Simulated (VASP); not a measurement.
# InAs (Fm-3m) in VASP: further runs

The runs below take InAs through single point, with r2SCAN.

All numbers are computed with VASP 6.6.1; they aren't measurements. Logs are shortened: lines on timing, memory, paths and dates and some standing lists are left out, and cuts for length are marked.

## Step 1: The cell of the first run

Symmetry: Fm-3m, No. 225, cubic system. Conventional cell: a = 5.755 Å, b = 5.755 Å, c = 5.755 Å, α = 90.00°, β = 90.00°, γ = 90.00°. Within 3.8 Å of In (site symmetry m-3m) lie 6 As at 2.88 Å. Within 3.8 Å of As (site symmetry m-3m) lie 6 In at 2.88 Å.

## Step 2: Single point, r2SCAN

The input, POSCAR:

```
InAs
1.0
    0.0000000000      2.8773040000      2.8773040000
    2.8773040000      0.0000000000      2.8773040000
    2.8773040000      2.8773040000      0.0000000000
In As
1 1
Direct
    0.5000000000      0.5000000000      0.5000000000
    0.0000000000      0.0000000000      0.0000000000
```

The input, INCAR.step1:

```
PREC = Accurate ; ENCUT = 520
ISMEAR = 0 ; SIGMA = 0.15
LREAL = F ; LASPH = T
NELM = 100 ; NBANDS = 16
GGA = PE ; ALGO = Normal
EDIFF = 1E-4 ; LWAVE = T
LCHARG = F
```

The input, INCAR.step2:

```
PREC = Accurate ; ENCUT = 520
EDIFF = 1E-6 ; ISMEAR = 0
SIGMA = 0.15 ; LREAL = F
LASPH = T ; NELM = 100
ALGO = Normal ; ISIF = 2
LWAVE = F ; LCHARG = F
METAGGA = R2SCAN ; LMIXTAU = T
NBANDS = 16 ; ISTART = 1
```

The input, KPOINTS:

```
regular mesh
0
Gamma
  14 14 14
```

Potentials or basis: VASP PAW PBE potentials, release 64 (In_d, As).

On the command line:

```console
cat potpaw_PBE.64/In_d/POTCAR potpaw_PBE.64/As/POTCAR > POTCAR
cp INCAR.step1 INCAR
mpirun -np 1 vasp_std > vasp.out
cp INCAR.step2 INCAR
mpirun -np 1 vasp_std > vasp.out
```

OUTCAR:

```text
PREC = Accurate
   ENCUT = 520
   EDIFF = 1E-6
   ISMEAR = 0
   LREAL = F
   LASPH = T
   NELM = 100
   ISIF = 2
   METAGGA = R2SCAN
   ISTART = 1

 ion  position               nearest neighbor table
   1  0.500  0.500  0.500-   2 2.88   2 2.88   2 2.88   2 2.88   2 2.88   2 2.88
   2  0.000  0.000  0.000-   1 2.88   1 2.88   1 2.88   1 2.88   1 2.88   1 2.88

  LATTYP: Found a face centered cubic cell.
 ALAT       =     5.7546080000

  Lattice vectors:

 A1 = (   0.0000000000,   2.8773040000,   2.8773040000)
 A2 = (   2.8773040000,   0.0000000000,   2.8773040000)
 A3 = (   2.8773040000,   2.8773040000,   0.0000000000)

Analysis of symmetry for initial positions (statically):
=====================================================================
 Subroutine PRICEL returns:
 Original cell was already a primitive cell.

 Routine SETGRP: Setting up the symmetry group for a
 face centered cubic supercell.

 Subroutine GETGRP returns: Found 48 space group operations
 (whereof 48 operations were pure point group operations)
 out of a pool of 48 trial point group operations.

The static configuration has the point symmetry O_h .

Analysis of symmetry for dynamics (positions and initial velocities):
=====================================================================
 Subroutine PRICEL returns:
 Original cell was already a primitive cell.

 Routine SETGRP: Setting up the symmetry group for a
 face centered cubic supercell.

 Subroutine GETGRP returns: Found 48 space group operations
 (whereof 48 operations were pure point group operations)
 out of a pool of 48 trial point group operations.

The dynamic configuration has the point symmetry O_h .

 Subroutine INISYM returns: Found 48 space group operations
 (whereof 48 operations are pure point group operations),
 and found     1 'primitive' translations

----------------------------------------------------------------------------------------

                                     Primitive cell

  volume of cell :      47.6417

  direct lattice vectors                    reciprocal lattice vectors
     0.000000000  2.877304000  2.877304000    -0.173773783  0.173773783  0.173773783
     2.877304000  0.000000000  2.877304000     0.173773783 -0.173773783  0.173773783
     2.877304000  2.877304000  0.000000000     0.173773783  0.173773783 -0.173773783

  length of vectors
     4.069122340  4.069122340  4.069122340     0.300985021  0.300985021  0.300985021

  position of ions in fractional coordinates (direct lattice)
     0.500000000  0.500000000  0.500000000
     0.000000000  0.000000000  0.000000000

  ion indices of the primitive-cell ions
   primitive index   ion index
                 1           1
                 2           2

----------------------------------------------------------------------------------------

 KPOINTS: regular mesh

Automatic generation of k-mesh.
 Grid dimensions read from file:
 generate k-points for:   14   14   14

 Generating k-lattice:

  Cartesian coordinates                     Fractional coordinates (reciprocal lattice)
    -0.012412413  0.012412413  0.012412413     0.071428571  0.000000000  0.000000000
     0.012412413 -0.012412413  0.012412413     0.000000000  0.071428571  0.000000000
     0.012412413  0.012412413 -0.012412413     0.000000000  0.000000000  0.071428571

  Length of vectors
     0.021498930  0.021498930  0.021498930

  Shift w.r.t. Gamma in fractional coordinates (k-lattice)
     0.000000000  0.000000000  0.000000000

 Subroutine IBZKPT returns following result:
 ===========================================

 Found    104 irreducible k-points:

 Following reciprocal coordinates:
            Coordinates               Weight
  0.000000  0.000000  0.000000      1.000000
  0.071429  0.000000  0.000000      8.000000
  0.142857  0.000000  0.000000      8.000000
  0.214286  0.000000  0.000000      8.000000
  0.285714  0.000000  0.000000      8.000000
  0.357143  0.000000  0.000000      8.000000
[... 16 lines left out ...]
  0.214286  0.142857  0.000000     24.000000
  0.285714  0.142857  0.000000     24.000000
 [... further k-points ...]
   k-points           NKPTS =    104   k-points in BZ     NKDIM =    104   number of bands    NBANDS=     16
   number of dos      NEDOS =    301   number of ions     NIONS =      2
   total plane-waves  NPLWV =  27000
   dimension x,y,z NGX =    30 NGY =   30 NGZ =   30
   dimension x,y,z NGXF=    60 NGYF=   60 NGZF=   60
   ions per type =               1   1
   NGX,Y,Z   is equivalent  to a cutoff of  12.26, 12.26, 12.26 a.u.
   NGXF,Y,Z  is equivalent  to a cutoff of  24.51, 24.51, 24.51 a.u.
 SYSTEM =  unknown system
   PREC   = accura    normal or accurate (medium, high low for compatibility)
   ISTART =      1    job   : 0-new  1-cont  2-samecut
   ICHARG =      0    charge: 1-file 2-atom 10-const
   ISPIN  =      1    spin polarized calculation?
   LNONCOLLINEAR =      F non collinear calculations
   LSORBIT =      F    spin-orbit coupling
   LASPH  =      T    aspherical Exc in radial PAW
   ENCUT  =  520.0 eV  38.22 Ry    6.18 a.u.   7.57  7.57  7.57*2*pi/ulx,y,z
   NELM   =    100;   NELMIN=  2; NELMDL=  0     # of ELM steps
   EDIFF  = 0.1E-05   stopping-criterion for ELM
   LREAL  =      F    real-space projection
   EDIFFG = 0.1E-04   stopping-criterion for IOM
   NSW    =      0    number of steps for IOM
   IBRION =     -1    ionic relax: 0-MD 1-quasi-New 2-CG
   NFREE  =      0    steps in history (QN), initial steepest desc. (CG)
   ISIF   =      2    stress and relaxation
   ISYM   =      2    0-nonsym 1-usesym 2-fastsym
   POTIM  = 0.5000    time-step for ionic-motion
   TEBEG  =    0.0;   TEEND  =   0.0 temperature during run
   PSTRESS=    0.0 pullay stress
   NELECT =      18.0000    total number of electrons
   NUPDOWN=      -1.0000    fix difference up-down
   EMIN   =  10.00;   EMAX   =-10.00  energy-range for DOS
   EFERMI =   0.00;   METHOD = LEGACY
   ISMEAR =     0;   SIGMA  =   0.15  broadening in eV -4-tet -1-fermi 0-gaus
   EFERMI_NEDOS =   21; number of points for ismear=-14 and -15
   IALGO  =     38    algorithm
   IMIX   =      4    mixing-type and parameters
     AMIX     =   0.40;   BMIX     =  1.00
     AMIX_MAG =   1.60;   BMIX_MAG =  1.00
  volume/ion in A,a.u.               =      23.82       160.75
  Fermi-wavevector in a.u.,A,eV,Ry     =   1.183505  2.236499 19.057448  1.400683
  Thomas-Fermi vector in A             =   2.319738
   LORBIT       =      0    0 simple, 1 ext, 2 COOP (PROOUT), +10 PAW based schemes
   METAGGA = R2SCAN    functional components
   LHFCALC =     F    Hartree Fock is set to
   AEXX    =    0.0000 exact exchange contribution
   IVDW    =     0    specifies the selected vdW correction
   LEPSILON=     F    determine dielectric tensor
   LRPA    =     F    only Hartree local field effects (RPA)
 non-spin polarized calculation
 Gauss-broadening in eV      SIGMA  =   0.15
  energy-cutoff  :      520.00
  volume of cell :       47.64
 maximum number of plane-waves:      1307
   NGX = 15   NGY = 15   NGZ = 15

 number of electron      18.0000002 magnetization

 Free energy of the ion-electron system (eV)
  ---------------------------------------------------
  ext. energy  EPLUGINS =         0.00000000
  ---------------------------------------------------
  free energy    TOTEN  =       -37.57448478 eV

  energy without entropy =      -37.56156344  energy(sigma->0) =      -37.56802411

 E-fermi :   5.7260     XC(G=0): -10.6716

 val. band max:        5.7142675283   @ k =   0.3571   0.1429   0.0714
 cond. band min:       5.7412781447   @ k =  -0.3571   0.1429   0.0000
 fundamental gap:      0.0270106164
 Fermi energy:         5.7259831035

 k-point     1 :       0.0000    0.0000    0.0000
  band No.  band energies     occupation
      1      -9.1294      2.00000
      2      -9.1294      2.00000
      3      -9.0970      2.00000
      4      -9.0970      2.00000
      5      -9.0970      2.00000
      6      -6.8155      2.00000
[... 8 lines left out ...]
     15      13.7912      0.00000
     16      13.7912      0.00000

 k-point     2 :       0.0714    0.0000    0.0000
  band No.  band energies     occupation
      1      -9.1314      2.00000
      2      -9.1314      2.00000
      3      -9.0970      2.00000
      4      -9.0949      2.00000
      5      -9.0949      2.00000
      6      -6.7580      2.00000
[... 8 lines left out ...]
     15      13.7187      0.00000
     16      13.9245      0.00000

 k-point     3 :       0.1429    0.0000    0.0000
  band No.  band energies     occupation
      1      -9.1380      2.00000
      2      -9.1379      2.00000
      3      -9.0973      2.00000
      4      -9.0883      2.00000
      5      -9.0883      2.00000
      6      -6.5879      2.00000
[... 8 lines left out ...]
     15      14.0445      0.00000
     16      14.0445      0.00000

 k-point     4 :       0.2143    0.0000    0.0000
  band No.  band energies     occupation
      1      -9.1483      2.00000
      2      -9.1483      2.00000
      3      -9.0980      2.00000
      4      -9.0776      2.00000
      5      -9.0776      2.00000
      6      -6.3145      2.00000
[... 8 lines left out ...]
     15      14.6341      0.00000
     16      14.6341      0.00000

 k-point     5 :       0.2857    0.0000    0.0000
  band No.  band energies     occupation
      1      -9.1604      2.00000
      2      -9.1603      2.00000
      3      -9.0992      2.00000
      4      -9.0652      2.00000
      5      -9.0652      2.00000
      6      -5.9591      2.00000
[... 8 lines left out ...]
     15      15.4356      0.00000
     16      15.4356      0.00000

 k-point     6 :       0.3571    0.0000    0.0000
  band No.  band energies     occupation
      1      -9.1714      2.00000
      2      -9.1713      2.00000
      3      -9.1006      2.00000
      4      -9.0538      2.00000
      5      -9.0538      2.00000
      6      -5.5665      2.00000
[... 8 lines left out ...]
     15      16.4127      0.00000
     16      16.4127      0.00000

 k-point     7 :       0.4286    0.0000    0.0000
  band No.  band energies     occupation
      1      -9.1790      2.00000
      2      -9.1790      2.00000
      3      -9.1018      2.00000
      4      -9.0458      2.00000
      5      -9.0458      2.00000
      6      -5.2274      2.00000
[... 8 lines left out ...]
     15      17.4861      0.00000
     16      17.4861      0.00000

 k-point     8 :       0.5000    0.0000    0.0000
  band No.  band energies     occupation
      1      -9.1818      2.00000
      2      -9.1817      2.00000
      3      -9.1022      2.00000
      4      -9.0430      2.00000
      5      -9.0429      2.00000
      6      -5.0850      2.00000
[... 8 lines left out ...]
     15      18.1840      0.00000
     16      18.1840      0.00000

 k-point     9 :       0.0714    0.0714    0.0000
  band No.  band energies     occupation
      1      -9.1367      2.00000
      2      -9.1278      2.00000
      3      -9.0987      2.00000
      4      -9.0935      2.00000
      5      -9.0935      2.00000
      6      -6.7380      2.00000
[... 8 lines left out ...]
     15      14.4040      0.00000
     16      14.4040      0.00000
[... 172 lines left out ...]
 k-point    19 :      -0.2143    0.0714    0.0000
  band No.  band energies     occupation
      1      -9.1583      2.00000
      2      -9.1515      2.00000
      3      -9.0980      2.00000
      4      -9.0762      2.00000
      5      -9.0696      2.00000
      6      -6.1501      2.00000
[... 8 lines left out ...]
     15      14.4119      0.00000
     16      15.8557      0.00000

 k-point    20 :      -0.1429    0.0714    0.0000
  band No.  band energies     occupation
      1      -9.1475      2.00000
      2      -9.1394      2.00000
      3      -9.0979      2.00000
      4      -9.0863      2.00000
      5      -9.0806      2.00000
      6      -6.4551      2.00000
[... 8 lines left out ...]
     15      14.3035      0.00000
     16      15.0331      0.00000

 k-point    21 :      -0.0714    0.0714    0.0000
  band No.  band energies     occupation
      1      -9.1382      2.00000
      2      -9.1321      2.00000
      3      -9.0977      2.00000
      4      -9.0927      2.00000
      5      -9.0896      2.00000
      6      -6.6621      2.00000
[... 8 lines left out ...]
     15      14.2924      0.00000
     16      14.3645      0.00000

 k-point    22 :       0.1429    0.1429    0.0000
  band No.  band energies     occupation
      1      -9.1627      2.00000
      2      -9.1232      2.00000
      3      -9.1037      2.00000
      4      -9.0835      2.00000
      5      -9.0835      2.00000
      6      -6.5009      2.00000
[... 8 lines left out ...]
     15      15.5178      0.00000
     16      15.5178      0.00000

 k-point    23 :       0.2143    0.1429    0.0000
  band No.  band energies     occupation
      1      -9.1823      2.00000
      2      -9.1241      2.00000
      3      -9.1056      2.00000
      4      -9.0767      2.00000
      5      -9.0745      2.00000
      6      -6.2877      2.00000
[... 8 lines left out ...]
     15      15.8761      0.00000
     16      15.8975      0.00000

 k-point    24 :       0.2857    0.1429    0.0000
  band No.  band energies     occupation
      1      -9.2011      2.00000
      2      -9.1315      2.00000
      3      -9.1050      2.00000
      4      -9.0700      2.00000
      5      -9.0621      2.00000
      6      -5.9786      2.00000
[... 8 lines left out ...]
     15      16.1994      0.00000
     16      16.4627      0.00000

 [... further k-points ...]

------------------------ aborting loop because EDIFF is reached ----------------------------------------

  FORCE on cell =-STRESS in cart. coord.  units (eV):
  Direction    XX          YY          ZZ          XY          YZ          ZX
  --------------------------------------------------------------------------------------
  -------------------------------------------------------------------------------------
  Total       -0.6863012     -0.6863012     -0.6863012      0.0000000      0.0000000      0.0000000
  in kB      -23.0801214    -23.0801214    -23.0801214      0.0000000      0.0000000      0.0000000
  external PRESSURE =     -23.0801214 kB  Pullay stress =       0.0000000 kB

 VOLUME and BASIS-vectors are now :
 -----------------------------------------------------------------------------
  energy-cutoff  :      520.00
  volume of cell :       47.64
      direct lattice vectors                 reciprocal lattice vectors
     0.000000000  2.877304000  2.877304000    -0.173773783  0.173773783  0.173773783
     2.877304000  0.000000000  2.877304000     0.173773783 -0.173773783  0.173773783
     2.877304000  2.877304000  0.000000000     0.173773783  0.173773783 -0.173773783

 POSITION                                       TOTAL-FORCE (eV/Angst)
 -----------------------------------------------------------------------------------
      2.87730      2.87730      2.87730        -0.000000     -0.000000      0.000000
      0.00000      0.00000      0.00000         0.000000      0.000000      0.000000
 -----------------------------------------------------------------------------------
    total drift:                                0.000000      0.000000      0.000000

  FREE ENERGIE OF THE ION-ELECTRON SYSTEM (eV)
  ---------------------------------------------------
  free  energy   TOTEN  =       -37.5744847766 eV

  energy  without entropy=      -37.5615634441  energy(sigma->0) =      -37.56802411
```

Run time: 7.2 min. Hardware: 1 thread of AMD EPYC 7R43 (Zen 3), shared host; peak memory 0.18 GiB.

What came out:

```yaml
Free_energy: -37.5745 eV
Pressure: -2.3 GPa
Band_gap_on_the_k_mesh: zero (band 9 reaches 6.09 eV, above the bottom of band 10 at 3.43 eV)
```

Caveat: the PAW data sets were made with another functional, which shifts forces and pressure a little; spin-orbit coupling is left out, which moves the levels of the heavy elements.

(Continued in part 2 of 2.)
